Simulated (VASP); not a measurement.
Ge2PbSe3, 6 atoms in the cell. The structure is tetragonal, space group I4/mmm (No. 139). The conventional cell has a = 4.249 Å, b = 4.249 Å, c = 18.004 Å, α = 90.00°, β = 90.00°, γ = 90.00°. Within 3.6 Å of Ge (site symmetry 4mm) lie 6 Se at 2.75 to 3.09 Å. Within 3.6 Å of Se (site symmetry 4mm) lie 5 Ge at 2.75 to 3.01 Å and 1 Pb at 3.16 Å. Within 4.0 Å of Se (site symmetry 4/mmm) lie 4 Pb at 3.00 Å and 2 Ge at 3.09 Å. Pb (site symmetry 4/mmm) has 6 Se at 3.00 to 3.16 Å within 4.0 Å. 

- Program: VASP 6.6.1
- Task: single point
- Functional: PBE
- Potentials or basis: VASP PAW PBE potentials, release 64 (Ge_d, Se, Pb_d)
- Cutoff: 500 eV
- k mesh: 8 × 8 × 8
- Occupations: fermi-dirac, width 0.02 eV
- Spin: no spin polarisation
- Dipole correction: no
- Further INCAR settings: ALGO = Normal; EDIFF = 1e-06; NBANDS = 39

Potentials or basis: VASP PAW PBE potentials, release 64 (Ge_d, Se, Pb_d).

Run with:

```sh
$ cat potpaw_PBE.64/Ge_d/POTCAR potpaw_PBE.64/Se/POTCAR potpaw_PBE.64/Pb_d/POTCAR > POTCAR
$ mpirun -np 1 vasp_std > vasp.out
```

Hardware: 1 thread of Intel Xeon 8259CL, on a shared host.

How long does it take, and how much memory?

It took 42 min on 1 thread of Intel Xeon 8259CL (shared host), peak memory 0.89 GiB. Counts: scf iterations 13, k points 59.
